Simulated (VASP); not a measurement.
# TiAl3 (I4/mmm) in VASP: further runs

Runs on TiAl3. Level: PBE+D3(BJ). Tasks: single point.

Everything below comes from runs of VASP 6.6.1. Logs are shortened: lines on timing, memory, paths and dates and some standing lists are left out, and cuts for length are marked.

## Step 1: The cell of the first run

Symmetry: I4/mmm, No. 139, tetragonal system. Conventional cell: a = 3.795 Å, b = 3.795 Å, c = 8.497 Å, α = 90.00°, β = 90.00°, γ = 90.00°. Ti (site symmetry 4/mmm) has 12 Al at 2.68 to 2.85 Å within 3.5 Å. Within 3.5 Å of Al (site symmetry 4/mmm) lie 4 Ti at 2.68 Å and 8 Al at 2.85 Å. Al (site symmetry -4m2) has 8 Al at 2.68 to 2.85 Å and 4 Ti at 2.85 Å within 3.5 Å.

## Step 2: Single point, PBE+D3(BJ)

INCAR

```
  PREC = Accurate
  ENCUT = 520
  EDIFF = 1E-6
  ISMEAR = 0
  SIGMA = 0.1
  LREAL = False
  LASPH = True
  NELM = 60
  ALGO = Fast
  ISIF = 2
  LWAVE = False
  LCHARG = False
  GGA = PE
  IVDW = 12
  NBANDS = 18
```

KPOINTS

```
regular mesh
0
Gamma
  16 16 16
```

POSCAR

```
TiAl3
1.0
   -1.8973259891      1.8973259891      4.2484991952
    1.8973259891     -1.8973259891      4.2484991952
    1.8973259891      1.8973259891     -4.2484991952
Ti Al
1 3
Direct
    0.0000000000      0.0000000000      0.0000000000
    0.5000000000      0.5000000000      0.0000000000
    0.7500000000      0.2500000000      0.5000000000
    0.2500000000      0.7500000000      0.5000000000
```

Potentials or basis: VASP PAW PBE potentials, release 64 (Ti_sv, Al).

Launch:

```bash
cat potpaw_PBE.64/Ti_sv/POTCAR potpaw_PBE.64/Al/POTCAR > POTCAR
mpirun -np 1 vasp_std > vasp.out
```

OUTCAR:

```text
PREC = Accurate
   ENCUT = 520
   EDIFF = 1E-6
   ISMEAR = 0
   LREAL = False
   LASPH = True
   NELM = 60
   ISIF = 2
   GGA = PE
   IVDW = 12
 IVDW          = 12

 ion  position               nearest neighbor table
   1  0.000  0.000  0.000-   2 2.68   2 2.68   2 2.68   2 2.68   4 2.85   3 2.85   4 2.85   4 2.85
                             3 2.85   3 2.85   4 2.85   3 2.85
   2  0.500  0.500  0.000-   1 2.68   1 2.68   1 2.68   1 2.68   4 2.85   3 2.85   4 2.85   3 2.85
                             4 2.85   4 2.85   3 2.85   3 2.85
   3  0.750  0.250  0.500-   4 2.68   4 2.68   4 2.68   4 2.68   2 2.85   1 2.85   2 2.85   1 2.85
                             2 2.85   2 2.85   1 2.85   1 2.85
   4  0.250  0.750  0.500-   3 2.68   3 2.68   3 2.68   3 2.68   2 2.85   1 2.85   2 2.85   2 2.85
                             1 2.85   1 2.85   2 2.85   1 2.85

  LATTYP: Found a body centered tetragonal cell.
 ALAT       =     3.7946519782
 C/A-ratio  =     2.2392036053

  Lattice vectors:

 A1 = (  -1.8973259891,   1.8973259891,   4.2484991952)
 A2 = (   1.8973259891,  -1.8973259891,   4.2484991952)
 A3 = (   1.8973259891,   1.8973259891,  -4.2484991952)

Analysis of symmetry for initial positions (statically):
=====================================================================
 Subroutine PRICEL returns:
 Original cell was already a primitive cell.

 Routine SETGRP: Setting up the symmetry group for a
 body centered tetragonal supercell.

 Subroutine GETGRP returns: Found 16 space group operations
 (whereof 16 operations were pure point group operations)
 out of a pool of 16 trial point group operations.

The static configuration has the point symmetry D_4h.

Analysis of symmetry for dynamics (positions and initial velocities):
=====================================================================
 Subroutine PRICEL returns:
 Original cell was already a primitive cell.

 Routine SETGRP: Setting up the symmetry group for a
 body centered tetragonal supercell.

 Subroutine GETGRP returns: Found 16 space group operations
 (whereof 16 operations were pure point group operations)
 out of a pool of 16 trial point group operations.

The dynamic configuration has the point symmetry D_4h.

 Subroutine INISYM returns: Found 16 space group operations
 (whereof 16 operations are pure point group operations),
 and found     1 'primitive' translations

----------------------------------------------------------------------------------------

                                     Primitive cell

  volume of cell :      61.1758

  direct lattice vectors                    reciprocal lattice vectors
    -1.897325989  1.897325989  4.248499195     0.000000000  0.263528778  0.117688618
     1.897325989 -1.897325989  4.248499195     0.263528778  0.000000000  0.117688618
     1.897325989  1.897325989 -4.248499195     0.263528778  0.263528778  0.000000000

  length of vectors
     5.024881812  5.024881812  5.024881812     0.288613977  0.288613977  0.372685972

  position of ions in fractional coordinates (direct lattice)
     0.000000000  0.000000000  0.000000000
     0.500000000  0.500000000  0.000000000
     0.750000000  0.250000000  0.500000000
     0.250000000  0.750000000  0.500000000

  ion indices of the primitive-cell ions
   primitive index   ion index
                 1           1
                 2           2
                 3           3
                 4           4

----------------------------------------------------------------------------------------

 KPOINTS: regular mesh

Automatic generation of k-mesh.
 Grid dimensions read from file:
 generate k-points for:   16   16   16

 Generating k-lattice:

  Cartesian coordinates                     Fractional coordinates (reciprocal lattice)
     0.000000000  0.016470549  0.007355539     0.062500000  0.000000000  0.000000000
     0.016470549  0.000000000  0.007355539     0.000000000  0.062500000  0.000000000
     0.016470549  0.016470549  0.000000000     0.000000000  0.000000000  0.062500000

  Length of vectors
     0.018038374  0.018038374  0.023292873

  Shift w.r.t. Gamma in fractional coordinates (k-lattice)
     0.000000000  0.000000000  0.000000000

 Subroutine IBZKPT returns following result:
 ===========================================

 Found    349 irreducible k-points:

 Following reciprocal coordinates:
            Coordinates               Weight
  0.000000  0.000000  0.000000      1.000000
  0.062500  0.000000  0.000000      8.000000
  0.125000  0.000000  0.000000      8.000000
  0.187500 -0.000000  0.000000      8.000000
  0.250000  0.000000  0.000000      8.000000
  0.312500  0.000000  0.000000      8.000000
[... 16 lines left out ...]
 -0.125000  0.062500  0.000000     16.000000
 -0.062500  0.062500  0.000000      4.000000
 [... further k-points ...]
   k-points           NKPTS =    349   k-points in BZ     NKDIM =    349   number of bands    NBANDS=     18
   number of dos      NEDOS =    301   number of ions     NIONS =      4
   total plane-waves  NPLWV =  64000
   dimension x,y,z NGX =    40 NGY =   40 NGZ =   40
   dimension x,y,z NGXF=    80 NGYF=   80 NGZF=   80
   ions per type =               1   3
   NGX,Y,Z   is equivalent  to a cutoff of  13.23, 13.23, 13.23 a.u.
   NGXF,Y,Z  is equivalent  to a cutoff of  26.47, 26.47, 26.47 a.u.
 SYSTEM =  unknown system
   PREC   = accura    normal or accurate (medium, high low for compatibility)
   ISTART =      0    job   : 0-new  1-cont  2-samecut
   ICHARG =      2    charge: 1-file 2-atom 10-const
   ISPIN  =      1    spin polarized calculation?
   LNONCOLLINEAR =      F non collinear calculations
   LSORBIT =      F    spin-orbit coupling
   LASPH  =      T    aspherical Exc in radial PAW
   ENCUT  =  520.0 eV  38.22 Ry    6.18 a.u.   9.34  9.34  9.34*2*pi/ulx,y,z
   NELM   =     60;   NELMIN=  2; NELMDL= -5     # of ELM steps
   EDIFF  = 0.1E-05   stopping-criterion for ELM
   LREAL  =      F    real-space projection
   EDIFFG = 0.1E-04   stopping-criterion for IOM
   NSW    =      0    number of steps for IOM
   IBRION =     -1    ionic relax: 0-MD 1-quasi-New 2-CG
   NFREE  =      0    steps in history (QN), initial steepest desc. (CG)
   ISIF   =      2    stress and relaxation
   ISYM   =      2    0-nonsym 1-usesym 2-fastsym
   POTIM  = 0.5000    time-step for ionic-motion
   TEBEG  =    0.0;   TEEND  =   0.0 temperature during run
   PSTRESS=    0.0 pullay stress
   NELECT =      21.0000    total number of electrons
   NUPDOWN=      -1.0000    fix difference up-down
   EMIN   =  10.00;   EMAX   =-10.00  energy-range for DOS
   EFERMI =   0.00;   METHOD = LEGACY
   ISMEAR =     0;   SIGMA  =   0.10  broadening in eV -4-tet -1-fermi 0-gaus
   EFERMI_NEDOS =   21; number of points for ismear=-14 and -15
   IALGO  =     68    algorithm
   IMIX   =      4    mixing-type and parameters
     AMIX     =   0.40;   BMIX     =  1.00
     AMIX_MAG =   1.60;   BMIX_MAG =  1.00
  volume/ion in A,a.u.               =      15.29       103.21
  Fermi-wavevector in a.u.,A,eV,Ry     =   1.146273  2.166142 17.877268  1.313942
  Thomas-Fermi vector in A             =   2.282958
   LORBIT       =      0    0 simple, 1 ext, 2 COOP (PROOUT), +10 PAW based schemes
   GGA     = PE    functional components
   LHFCALC =     F    Hartree Fock is set to
   AEXX    =    0.0000 exact exchange contribution
   IVDW    =    12    specifies the selected vdW correction
   LEPSILON=     F    determine dielectric tensor
   LRPA    =     F    only Hartree local field effects (RPA)
 non-spin polarized calculation
 RMM-DIIS sequential band-by-band and
 Gauss-broadening in eV      SIGMA  =   0.10
  energy-cutoff  :      520.00
  volume of cell :       61.18
 maximum number of plane-waves:      1662
 NGX is ok and might be reduce to    40
   NGX = 19   NGY = 19   NGZ = 19

 number of electron      20.9999999 magnetization

 Free energy of the ion-electron system (eV)
  ---------------------------------------------------
  ext. energy  EPLUGINS =         0.00000000
  ---------------------------------------------------
  free energy    TOTEN  =       -20.62890840 eV

  energy without entropy =      -20.62044200  energy(sigma->0) =      -20.62467520

 E-fermi :   8.5948     XC(G=0): -10.8830

 val. band max:        8.5863704794   @ k =  -0.0625   0.1250   0.0625
 cond. band min:       8.5995319314   @ k =  -0.1250   0.3750   0.0625
 fundamental gap:      0.0131614520
 Fermi energy:         8.5948143311

 k-point     1 :       0.0000    0.0000    0.0000
  band No.  band energies     occupation
      1     -47.7923      2.00000
      2     -24.1155      2.00000
      3     -24.1155      2.00000
      4     -24.0356      2.00000
      5      -1.6559      2.00000
      6       5.7091      2.00000
[... 10 lines left out ...]
     17      12.5256      0.00000
     18      12.5394      0.00000

 k-point     2 :       0.0625    0.0000    0.0000
  band No.  band energies     occupation
      1     -47.7922      2.00000
      2     -24.1167      2.00000
      3     -24.1155      2.00000
      4     -24.0356      2.00000
      5      -1.6061      2.00000
      6       5.4315      2.00000
[... 10 lines left out ...]
     17      12.5488      0.00000
     18      12.8312      0.00000

 k-point     3 :       0.1250    0.0000    0.0000
  band No.  band energies     occupation
      1     -47.7921      2.00000
      2     -24.1201      2.00000
      3     -24.1153      2.00000
      4     -24.0354      2.00000
      5      -1.4574      2.00000
      6       5.0872      2.00000
[... 10 lines left out ...]
     17      12.5984      0.00000
     18      13.5161      0.00000

 k-point     4 :       0.1875   -0.0000    0.0000
  band No.  band energies     occupation
      1     -47.7918      2.00000
      2     -24.1251      2.00000
      3     -24.1149      2.00000
      4     -24.0352      2.00000
      5      -1.2115      2.00000
      6       4.7213      2.00000
[... 10 lines left out ...]
     17      12.7768      0.00000
     18      14.3120      0.00000

 k-point     5 :       0.2500    0.0000    0.0000
  band No.  band energies     occupation
      1     -47.7915      2.00000
      2     -24.1311      2.00000
      3     -24.1145      2.00000
      4     -24.0350      2.00000
      5      -0.8715      2.00000
      6       4.2369      2.00000
[... 10 lines left out ...]
     17      13.1533      0.00000
     18      14.3489      0.00000

 k-point     6 :       0.3125    0.0000    0.0000
  band No.  band energies     occupation
      1     -47.7912      2.00000
      2     -24.1370      2.00000
      3     -24.1141      2.00000
      4     -24.0347      2.00000
      5      -0.4416      2.00000
      6       3.5771      2.00000
[... 10 lines left out ...]
     17      13.5753      0.00000
     18      14.1573      0.00000

 k-point     7 :       0.3750   -0.0000    0.0000
  band No.  band energies     occupation
      1     -47.7910      2.00000
      2     -24.1420      2.00000
      3     -24.1138      2.00000
      4     -24.0345      2.00000
      5       0.0716      2.00000
      6       2.8307      2.00000
[... 10 lines left out ...]
     17      13.4393      0.00000
     18      14.5082      0.00000

 k-point     8 :       0.4375    0.0000    0.0000
  band No.  band energies     occupation
      1     -47.7908      2.00000
      2     -24.1454      2.00000
      3     -24.1136      2.00000
      4     -24.0343      2.00000
      5       0.6561      2.00000
      6       2.0858      2.00000
[... 10 lines left out ...]
     17      13.2611      0.00000
     18      14.6903      0.00000
[... 229 lines left out ...]
     17      13.7589      0.00000
     18      13.9166      0.00000

 k-point    20 :      -0.3125    0.0625    0.0000
  band No.  band energies     occupation
      1     -47.7912      2.00000
      2     -24.1369      2.00000
      3     -24.1153      2.00000
      4     -24.0344      2.00000
      5      -0.4713      2.00000
      6       3.7508      2.00000
[... 10 lines left out ...]
     17      13.2231      0.00000
     18      13.8965      0.00000

 k-point    21 :      -0.2500    0.0625    0.0000
  band No.  band energies     occupation
      1     -47.7915      2.00000
      2     -24.1309      2.00000
      3     -24.1157      2.00000
      4     -24.0347      2.00000
      5      -0.8863      2.00000
      6       4.4582      2.00000
[... 10 lines left out ...]
     17      13.0753      0.00000
     18      13.9418      0.00000

 k-point    22 :      -0.1875    0.0625   -0.0000
  band No.  band energies     occupation
      1     -47.7918      2.00000
      2     -24.1250      2.00000
      3     -24.1161      2.00000
      4     -24.0350      2.00000
      5      -1.2107      2.00000
      6       5.0309      2.00000
[... 10 lines left out ...]
     17      12.9352      0.00000
     18      14.2996      0.00000

 k-point    23 :      -0.1250    0.0625    0.0000
  band No.  band energies     occupation
      1     -47.7920      2.00000
      2     -24.1200      2.00000
      3     -24.1164      2.00000
      4     -24.0353      2.00000
      5      -1.4405      2.00000
      6       5.4585      2.00000
[... 10 lines left out ...]
     17      12.7814      0.00000
     18      13.5538      0.00000

 k-point    24 :      -0.0625    0.0625    0.0000
  band No.  band energies     occupation
      1     -47.7922      2.00000
      2     -24.1167      2.00000
      3     -24.1165      2.00000
      4     -24.0355      2.00000
      5      -1.5728      2.00000
      6       5.7795      2.00000
[... 10 lines left out ...]
     17      12.6733      0.00000
     18      12.9190      0.00000

 [... further k-points ...]

------------------------ aborting loop because EDIFF is reached ----------------------------------------

 Edisp (eV)   -1.73938

 E8    (eV) :    -0.7939

  FORCE on cell =-STRESS in cart. coord.  units (eV):
  Direction    XX          YY          ZZ          XY          YZ          ZX
  --------------------------------------------------------------------------------------
  -------------------------------------------------------------------------------------
  Total      -0.02236    -0.02236    -0.02585     0.00000    -0.00000     0.00000
  in kB      -0.58553    -0.58553    -0.67688     0.00000    -0.00000     0.00000
  external pressure =       -0.62 kB  Pullay stress =        0.00 kB

 VOLUME and BASIS-vectors are now :
 -----------------------------------------------------------------------------
  energy-cutoff  :      520.00
  volume of cell :       61.18
      direct lattice vectors                 reciprocal lattice vectors
    -1.897325989  1.897325989  4.248499195     0.000000000  0.263528778  0.117688618
     1.897325989 -1.897325989  4.248499195     0.263528778  0.000000000  0.117688618
     1.897325989  1.897325989 -4.248499195     0.263528778  0.263528778  0.000000000

 POSITION                                       TOTAL-FORCE (eV/Angst)
 -----------------------------------------------------------------------------------
      0.00000      0.00000      0.00000         0.000000     -0.000000      0.000000
      0.00000      0.00000      4.24850         0.000000     -0.000000      0.000000
      0.00000      1.89733      2.12425        -0.000000      0.000000     -0.000000
      1.89733      0.00000      2.12425        -0.000000     -0.000000      0.000000
 -----------------------------------------------------------------------------------
    total drift:                               -0.000000     -0.000000     -0.000000

  FREE ENERGIE OF THE ION-ELECTRON SYSTEM (eV)
  ---------------------------------------------------
  free  energy   TOTEN  =       -22.3682891104 eV

  energy  without entropy=      -22.3598227062  energy(sigma->0) =      -22.36405591
```

Wall time 12 min (1 thread of Intel Xeon 6975P-C (Granite Rapids), shared host); peak memory 0.53 GiB.

What came out:

```yaml
Free_energy: -22.3683 eV
Pressure: -0.1 GPa
Band_gap_on_the_k_mesh: zero (an odd number of electrons rules out a gap without spin polarisation)
Dispersion_energy_per_atom: -0.435 eV
```

Levels at points of the mesh, in eV from the Fermi level:
```csv
k point,band 9,band 10,band 11,band 12,band 13,band 14
"(0.00, 0.00, 0.00)",-1.26,-1.26,0.85,1.79,1.79,2.24
"(0.50, 0.00, 0.00)",-1.09,-0.28,0.52,1.88,2.12,2.80
"(0.50, 0.50, 0.00)",-2.74,-2.23,-1.02,1.83,2.02,2.74
"(0.50, 0.50, 0.50)",-0.93,-0.25,0.72,0.72,0.98,3.12
```

## Step 3: Single point, PBE+D3(BJ)

INCAR

```
SYSTEM = TiAl3
PREC = Accurate
ENCUT = 520
EDIFF = 1E-6
ISMEAR = 0
SIGMA = 0.1
LREAL = .FALSE.
LASPH = .TRUE.
NELM = 80
ALGO = Fast
ISIF = 2
LWAVE = .FALSE.
LCHARG = .FALSE.
GGA = PE
IVDW = 12
NBANDS = 18
```

KPOINTS

```
Automatic mesh
0
G
  16 16 16
  0 0 0
```

POSCAR

```
TiAl3
1.0
   -1.8973248717      1.8973248717      4.2484999501
    1.8973248717     -1.8973248717      4.2484999501
    1.8973248717      1.8973248717     -4.2484999501
Ti Al
1 3
Direct
    0.0000000000      0.0000000000      0.0000000000
    0.5000000000      0.5000000000      0.0000000000
    0.7500000000      0.2500000000      0.5000000000
    0.2500000000      0.7500000000      0.5000000000
```

Potentials or basis: VASP PAW PBE potentials, release 64 (Ti_sv, Al).

Launch:

```bash
cat potpaw_PBE.64/Ti_sv/POTCAR potpaw_PBE.64/Al/POTCAR > POTCAR
mpirun -np 1 vasp_std > vasp.out
```

Run time: 14 min. Hardware: 1 thread of Intel Xeon 6975P-C (Granite Rapids), shared host; peak memory 0.53 GiB.

Results (log left out):

- Free energy: -22.3683 eV
- Pressure: -0.1 GPa
- Band gap on the k mesh: zero (an odd number of electrons rules out a gap without spin polarisation)
- Dispersion energy per atom: -0.435 eV

Levels at points of the mesh, in eV from the Fermi level:
```
           k point  band 9  band 10  band 11  band 12  band 13  band 14
(0.00, 0.00, 0.00)   -1.26    -1.26     0.85     1.79     1.79     2.24
(0.50, 0.00, 0.00)   -1.09    -0.28     0.52     1.88     2.12     2.80
(0.50, 0.50, 0.00)   -2.74    -2.23    -1.02     1.83     2.02     2.74
(0.50, 0.50, 0.50)   -0.93    -0.25     0.72     0.72     0.98     3.12
```
